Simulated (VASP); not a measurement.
# TiSi16 (a cell with a defect) in VASP: a series of runs, part 3 of 3

VASP 6.6.1. Earlier steps stand in the parts before.

## 4. Single point, PBE+D3(BJ)

The input, INCAR:

```
SYSTEM = TiSi16
PREC     = Accurate       ! precision mode
ENCUT    = 520            ! plane-wave cutoff, eV
EDIFF    = 1E-6           ! SCF threshold, eV
ISMEAR   = -1             ! smearing method
SIGMA    = 0.02           ! smearing width, eV
LREAL    = Auto         
LASPH    = .TRUE.         ! aspherical terms in the spheres
NELM     = 100            ! most SCF steps
ALGO     = Normal         ! electronic algorithm
ISIF     = 2              ! what is computed and relaxed
LWAVE    = .FALSE.        ! write WAVECAR
LCHARG   = .TRUE.         ! write CHGCAR
GGA      = PE             ! functional
IVDW     = 12             ! dispersion correction
LELF     = .TRUE.         ! ELF
LVHAR    = .TRUE.       
NBANDS   = 52             ! bands
```

The input, KPOINTS:

```
regular mesh
0
G
  2 2 2
  0 0 0
```

The input, POSCAR:

```
TiSi16
1.0
    0.0000000000      5.4300000000      5.4300000000
    5.4300000000      0.0000000000      5.4300000000
    5.4300000000      5.4300000000      0.0000000000
Si Ti
16 1
Direct
    0.0019018416     -0.0163596685      0.0142338858
    0.1257561694      0.1180635359      0.1385366483
   -0.0069111418     -0.0016525783      0.5117168508
    0.1257837017      0.1179984346      0.6324271639
    0.0014623389      0.5008255064      0.0148151934
    0.1216478821      0.6207848987      0.1373668508
    0.0007929098      0.5005951197      0.4998093002
    0.1254691529      0.6252000921      0.6329317680
    0.4989529466     -0.0020242173      0.0054450276
    0.6192315838      0.1182870166      0.1381849908
    0.4988983425     -0.0014773481      0.5112845304
    0.6224656538      0.1220008287      0.6348606814
    0.4844059853      0.5010590239      0.0145207182
    0.6187679558      0.6249530387      0.1388788214
    0.4985700737      0.4926205341      0.5121194291
    0.6183046041      0.6253751381      0.6326716390
    0.8719238490      0.3712894107     -0.1135157459
```

Potentials or basis: VASP PAW PBE potentials, release 64 (Si, Ti_sv).

Command:

```console
$ cat potpaw_PBE.64/Si/POTCAR potpaw_PBE.64/Ti_sv/POTCAR > POTCAR
$ mpirun -np 1 vasp_std > vasp.out
```

OUTCAR:

```text
SYSTEM = TiSi16
   PREC = Accurate
   ENCUT = 520
   EDIFF = 1E-6
   ISMEAR = -1
   LREAL = Auto
   LASPH = .TRUE.
   NELM = 100
   ISIF = 2
   GGA = PE
   IVDW = 12
 IVDW          = 12

 ion  position               nearest neighbor table
   1  0.002  0.984  0.014-   6 2.28   4 2.39   2 2.40  10 2.40  17 2.43
   2  0.126  0.118  0.139-   3 2.34   9 2.34   1 2.40   5 2.40  17 2.75
   3  0.993  0.998  0.512-  12 2.32   4 2.34   8 2.34   2 2.34
   4  0.126  0.118  0.632-   3 2.34  11 2.34   1 2.39   7 2.40  17 2.75
   5  0.001  0.501  0.015-   6 2.27   8 2.39  14 2.40   2 2.40  17 2.43
   6  0.122  0.621  0.137-   7 2.27   5 2.27  13 2.27   1 2.28
   7  0.001  0.501  0.500-   6 2.27   8 2.40  16 2.40   4 2.40  17 2.42
   8  0.125  0.625  0.633-  15 2.34   3 2.34   5 2.39   7 2.40  17 2.76
   9  0.499  0.998  0.005-  12 2.32  14 2.34   2 2.34  10 2.34
  10  0.619  0.118  0.138-  11 2.34   9 2.34   1 2.40  13 2.40  17 2.75
  11  0.499  0.999  0.511-  12 2.32  10 2.34   4 2.34  16 2.34
  12  0.622  0.122  0.635-   9 2.32  15 2.32  11 2.32   3 2.32
  13  0.484  0.501  0.015-   6 2.27  16 2.39  14 2.40  10 2.40  17 2.43
  14  0.619  0.625  0.139-   9 2.34  15 2.34  13 2.40   5 2.40  17 2.75
  15  0.499  0.493  0.512-  12 2.32  16 2.34   8 2.34  14 2.34
  16  0.618  0.625  0.633-  15 2.34  11 2.34  13 2.39   7 2.40  17 2.76
  17  0.872  0.371  0.886-   7 2.42   5 2.43  13 2.43   1 2.43  10 2.75   2 2.75  14 2.75   4 2.75
                            16 2.76   8 2.76

  LATTYP: Found a face centered cubic cell.
 ALAT       =    10.8600000000

  Lattice vectors:

 A1 = (   0.0000000000,   5.4300000000,   5.4300000000)
 A2 = (   5.4300000000,   0.0000000000,   5.4300000000)
 A3 = (   5.4300000000,   5.4300000000,   0.0000000000)

Analysis of symmetry for initial positions (statically):
=====================================================================
 Subroutine PRICEL returns:
 Original cell was already a primitive cell.

 Routine SETGRP: Setting up the symmetry group for a
 face centered cubic supercell.

 Subroutine GETGRP returns: Found  1 space group operations
 (whereof  1 operations were pure point group operations)
 out of a pool of 48 trial point group operations.

The static configuration has the point symmetry C_1 .

Analysis of symmetry for dynamics (positions and initial velocities):
=====================================================================
 Subroutine PRICEL returns:
 Original cell was already a primitive cell.

 Routine SETGRP: Setting up the symmetry group for a
 face centered cubic supercell.

 Subroutine GETGRP returns: Found  1 space group operations
 (whereof  1 operations were pure point group operations)
 out of a pool of 48 trial point group operations.

The dynamic configuration has the point symmetry C_1 .

 Subroutine INISYM returns: Found  1 space group operations
 (whereof  1 operations are pure point group operations),
 and found     1 'primitive' translations

----------------------------------------------------------------------------------------

                                     Primitive cell

  volume of cell :     320.2060

  direct lattice vectors                    reciprocal lattice vectors
     0.000000000  5.430000000  5.430000000    -0.092081031  0.092081031  0.092081031
     5.430000000  0.000000000  5.430000000     0.092081031 -0.092081031  0.092081031
     5.430000000  5.430000000  0.000000000     0.092081031  0.092081031 -0.092081031

  length of vectors
     7.679179644  7.679179644  7.679179644     0.159489025  0.159489025  0.159489025

  position of ions in fractional coordinates (direct lattice)
[... 75 lines left out ...]
   number of dos      NEDOS =    301   number of ions     NIONS =     17
   total plane-waves  NPLWV = 216000
   dimension x,y,z NGX =    60 NGY =   60 NGZ =   60
   dimension x,y,z NGXF=   120 NGYF=  120 NGZF=  120
   ions per type =              16   1
   NGX,Y,Z   is equivalent  to a cutoff of  12.99, 12.99, 12.99 a.u.
   NGXF,Y,Z  is equivalent  to a cutoff of  25.98, 25.98, 25.98 a.u.
 SYSTEM =  TiSi16
   PREC   = accura    normal or accurate (medium, high low for compatibility)
   ISTART =      0    job   : 0-new  1-cont  2-samecut
   ICHARG =      2    charge: 1-file 2-atom 10-const
   ISPIN  =      1    spin polarized calculation?
   LNONCOLLINEAR =      F non collinear calculations
   LSORBIT =      F    spin-orbit coupling
   LASPH  =      T    aspherical Exc in radial PAW
   ENCUT  =  520.0 eV  38.22 Ry    6.18 a.u.  14.28 14.28 14.28*2*pi/ulx,y,z
   NELM   =    100;   NELMIN=  2; NELMDL= -5     # of ELM steps
   EDIFF  = 0.1E-05   stopping-criterion for ELM
   LREAL  =      T    real-space projection
   EDIFFG = 0.1E-04   stopping-criterion for IOM
   NSW    =      0    number of steps for IOM
   IBRION =     -1    ionic relax: 0-MD 1-quasi-New 2-CG
   NFREE  =      0    steps in history (QN), initial steepest desc. (CG)
   ISIF   =      2    stress and relaxation
   ISYM   =      2    0-nonsym 1-usesym 2-fastsym
   POTIM  = 0.5000    time-step for ionic-motion
   TEBEG  =    0.0;   TEEND  =   0.0 temperature during run
   PSTRESS=    0.0 pullay stress
   NELECT =      76.0000    total number of electrons
   NUPDOWN=      -1.0000    fix difference up-down
   EMIN   =  10.00;   EMAX   =-10.00  energy-range for DOS
   EFERMI =   0.00;   METHOD = LEGACY
   ISMEAR =    -1;   SIGMA  =   0.02  broadening in eV -4-tet -1-fermi 0-gaus
   EFERMI_NEDOS =   21; number of points for ismear=-14 and -15
   IALGO  =     38    algorithm
   IMIX   =      4    mixing-type and parameters
     AMIX     =   0.40;   BMIX     =  1.00
     AMIX_MAG =   1.60;   BMIX_MAG =  1.00
  volume/ion in A,a.u.               =      18.84       127.11
  Fermi-wavevector in a.u.,A,eV,Ry     =   1.013607  1.915439 13.978610  1.027399
  Thomas-Fermi vector in A             =   2.146786
   LORBIT       =      0    0 simple, 1 ext, 2 COOP (PROOUT), +10 PAW based schemes
   GGA     = PE    functional components
   LHFCALC =     F    Hartree Fock is set to
   AEXX    =    0.0000 exact exchange contribution
   IVDW    =    12    specifies the selected vdW correction
   LEPSILON=     F    determine dielectric tensor
   LRPA    =     F    only Hartree local field effects (RPA)
 non-spin polarized calculation
  energy-cutoff  :      520.00
  volume of cell :      320.21
 maximum number of plane-waves:      8646
 NGX is ok and might be reduce to    60
   NGX = 29   NGY = 29   NGZ = 29

 number of electron      76.0000003 magnetization

 Free energy of the ion-electron system (eV)
  ---------------------------------------------------
  ext. energy  EPLUGINS =         0.00000000
  ---------------------------------------------------
  free energy    TOTEN  =       -92.21429351 eV

  energy without entropy =      -92.18966492  energy(sigma->0) =      -92.20197921

 E-fermi :   6.9313     XC(G=0):  -9.7514

 val. band max:        6.8939740981   @ k =   0.0000   0.5000   0.5000
 cond. band min:       6.9545351406   @ k =   0.5000   0.5000   0.5000
 fundamental gap:      0.0605610424
 Fermi energy:         6.9312809674

 k-point     1 :       0.0000    0.0000    0.0000
  band No.  band energies     occupation
      1     -49.8784      2.00000
      2     -26.2544      2.00000
      3     -26.2533      2.00000
      4     -26.2453      2.00000
      5      -5.7206      2.00000
      6      -3.5127      2.00000
[... 413 lines left out ...]
     49       9.8747      0.00000
     50      10.5388      0.00000
 [bands above 50 left out]

------------------------ aborting loop because EDIFF is reached ----------------------------------------

 Edisp (eV)   -5.83781

 E8    (eV) :    -2.4422

  FORCE on cell =-STRESS in cart. coord.  units (eV):
  Direction    XX          YY          ZZ          XY          YZ          ZX
  --------------------------------------------------------------------------------------
  -------------------------------------------------------------------------------------
  Total       1.89711     1.89699     1.90432     0.00699    -0.00555    -0.00210
  in kB       9.49235     9.49177     9.52844     0.03495    -0.02775    -0.01051
  external pressure =        9.50 kB  Pullay stress =        0.00 kB

 VOLUME and BASIS-vectors are now :
 -----------------------------------------------------------------------------
  energy-cutoff  :      520.00
  volume of cell :      320.21
      direct lattice vectors                 reciprocal lattice vectors
     0.000000000  5.430000000  5.430000000    -0.092081031  0.092081031  0.092081031
     5.430000000  0.000000000  5.430000000     0.092081031 -0.092081031  0.092081031
     5.430000000  5.430000000  0.000000000     0.092081031  0.092081031 -0.092081031

 POSITION                                       TOTAL-FORCE (eV/Angst)
 -----------------------------------------------------------------------------------
      5.41846      0.08762      5.35149         0.000981      0.005810     -0.004135
      1.39334      1.43511      1.32394        -0.001088     -0.012237      0.005800
      8.19965      8.17109     10.81350         0.000554      0.000103     -0.009625
      4.07481      4.11709      1.32374         0.004818      0.005851     -0.001941
      2.79993      0.08839      2.72742         0.004004      0.003580     -0.001930
      4.11676      1.40645      4.03141         0.003830      0.002840      0.002341
[... 9 lines left out ...]
      6.83119      6.79280      6.75318         0.005437      0.003954     -0.000138
      6.82971      9.54816      6.75065         0.004595      0.000374     -0.020047
 -----------------------------------------------------------------------------------
    total drift:                                0.010692      0.001255     -0.028866

  FREE ENERGIE OF THE ION-ELECTRON SYSTEM (eV)
  ---------------------------------------------------
  free  energy   TOTEN  =       -98.0521061289 eV

  energy  without entropy=      -98.0274775387  energy(sigma->0) =      -98.03979183
```

Wall time 4.3 min (1 thread of AMD EPYC 9R45 (Zen 5), shared host); peak memory 0.45 GiB.

Results:

```yaml
Free_energy: -98.0521 eV
Pressure: 1.0 GPa
Largest_force: 0.029 eV/Å
Band_gap_on_the_k_mesh: zero (band 38 reaches 6.96 eV, above the bottom of band 39 at 6.54 eV)
Dispersion_energy_per_atom: -0.343 eV
```

Forces in eV/Å, atoms in the order of the input:
```
Si   0.001  0.006 -0.004
Si  -0.001 -0.012  0.006
Si   0.001  0.000 -0.010
Si   0.005  0.006 -0.002
Si   0.004  0.004 -0.002
Si   0.004  0.003  0.002
Si  -0.018 -0.017  0.015
Si   0.003  0.002  0.001
Si   0.012  0.001  0.006
Si  -0.005 -0.007  0.012
Si   0.005  0.010 -0.006
Si  -0.003 -0.003  0.005
Si   0.004  0.003 -0.002
Si  -0.016  0.000  0.002
Si  -0.006 -0.001 -0.004
Si   0.005  0.004  0.000
Ti   0.005  0.000 -0.020
```

Levels at points of the mesh, in eV from the Fermi level:
```csv
k point,band 34,band 35,band 36,band 37,band 38,band 39,band 40,band 41
"(0.00, 0.00, 0.00)",-0.99,-0.99,-0.99,-0.42,-0.40,-0.40,-0.10,-0.10
"(0.50, 0.00, 0.00)",-1.97,-1.37,-1.37,-0.28,0.02,0.04,0.44,0.44
"(0.00, 0.50, 0.00)",-1.97,-1.37,-1.37,-0.28,0.03,0.04,0.44,0.44
"(0.00, 0.00, 0.50)",-1.97,-1.37,-1.37,-0.29,0.03,0.03,0.45,0.45
"(0.50, 0.50, 0.50)",-1.97,-1.37,-1.37,-0.28,0.02,0.04,0.44,0.44
"(0.50, 0.50, 0.00)",-2.01,-2.01,-1.88,-0.71,-0.04,0.56,0.57,1.10
"(0.00, 0.50, 0.50)",-2.01,-2.01,-1.88,-0.71,-0.04,0.57,0.57,1.10
"(0.50, 0.00, 0.50)",-2.01,-2.01,-1.88,-0.71,-0.04,0.56,0.57,1.10
```

Caveat: the k points lie up to 0.50 Å⁻¹ apart.

## 5. Single point, PBE+D3(BJ)

The input, INCAR:

```
SYSTEM = TiSi16
ALGO = Normal ; EDIFF = 1E-7
ENCUT = 520 ; GGA = PE
ISIF = 2 ; ISMEAR = -1
IVDW = 12 ; LASPH = .TRUE.
LCHARG = .TRUE. ; LELF = .TRUE.
LREAL = Auto ; LVHAR = .TRUE.
LWAVE = .FALSE. ; NBANDS = 52
NELM = 60 ; PREC = Accurate
SIGMA = 0.02
```

The input, KPOINTS:

```
k-points
0
G
  2 2 2
  0 0 0
```

The input, POSCAR:

```
TiSi16
1.0
    0.0000000000      5.4300000000      5.4300000000
    5.4300000000      0.0000000000      5.4300000000
    5.4300000000      5.4300000000      0.0000000000
Si Ti
16 1
Direct
   -0.0070387661      0.0001115101     -0.0002603131
    0.1252177716      0.1250006446      0.1249196133
   -0.0078696133     -0.0003900552      0.5077930018
    0.1137880295      0.1322815838      0.6266747698
   -0.0077254144      0.5077771639     -0.0006364641
    0.1138096685      0.6270030387      0.1318323204
   -0.0088170350      0.5027115101      0.5022728361
    0.1136202578      0.6265848987      0.6263611418
    0.4875970534      0.0046062615      0.0048710866
    0.6110896869      0.1245038674      0.1240279926
    0.4871389503     -0.0008148250      0.5070540516
    0.6105382136      0.1231669429      0.6418522099
    0.4871524862      0.5073228361     -0.0013375691
    0.6106252302      0.6416832413      0.1229668508
    0.4870014733      0.5062075506      0.5061716390
    0.6206573665      0.6261763352      0.6256785451
    0.7387008287      0.2539610497      0.2539383978
```

Command:

```console
$ cat potpaw_PBE.64/Si/POTCAR potpaw_PBE.64/Ti_sv/POTCAR > POTCAR
$ mpirun -np 1 vasp_std > vasp.out
```

Run time: 4.5 min. Hardware: 1 thread of AMD EPYC 9R45 (Zen 5), shared host; peak memory 0.47 GiB.

It converged, with:

* Free energy: -98.0519 eV
* Pressure: 1.0 GPa
* Largest force: 0.021 eV/Å
* Band gap on the k mesh: zero (band 38 reaches 6.96 eV, above the bottom of band 39 at 6.54 eV)
* Dispersion energy per atom: -0.343 eV

Forces in eV/Å, atoms in the order of the input:
```
Si   0.003  0.000 -0.001
Si  -0.012  0.012  0.012
Si  -0.001 -0.006  0.004
Si  -0.010  0.009 -0.007
Si   0.000  0.004 -0.004
Si  -0.010 -0.006  0.010
Si  -0.003 -0.007 -0.005
Si   0.008  0.009  0.009
Si   0.005  0.000  0.000
Si  -0.001 -0.008 -0.008
Si   0.004 -0.002  0.014
Si   0.006 -0.001 -0.006
Si   0.004  0.013 -0.001
Si   0.006 -0.006  0.000
Si  -0.020 -0.003 -0.003
Si   0.015  0.000 -0.004
Ti   0.006 -0.008 -0.009
```

Levels at points of the mesh, in eV from the Fermi level:
| k point | band 35 | band 36 | band 37 | band 38 | band 39 | band 40 |
| --- | --- | --- | --- | --- | --- | --- |
| (0.00, 0.00, 0.00) | -0.99 | -0.99 | -0.42 | -0.40 | -0.39 | -0.10 |
| (0.50, 0.00, 0.00) | -1.37 | -1.37 | -0.29 | 0.02 | 0.04 | 0.45 |
| (0.00, 0.50, 0.00) | -1.37 | -1.37 | -0.28 | 0.03 | 0.04 | 0.44 |
| (0.00, 0.00, 0.50) | -1.37 | -1.37 | -0.27 | 0.03 | 0.04 | 0.44 |
| (0.50, 0.50, 0.50) | -1.37 | -1.37 | -0.28 | 0.02 | 0.04 | 0.44 |
| (0.50, 0.50, 0.00) | -2.01 | -1.88 | -0.70 | -0.04 | 0.57 | 0.57 |
| (0.00, 0.50, 0.50) | -2.01 | -1.88 | -0.71 | -0.04 | 0.56 | 0.58 |
| (0.50, 0.00, 0.50) | -2.01 | -1.88 | -0.70 | -0.04 | 0.57 | 0.57 |

Caveat: the k points lie up to 0.50 Å⁻¹ apart.
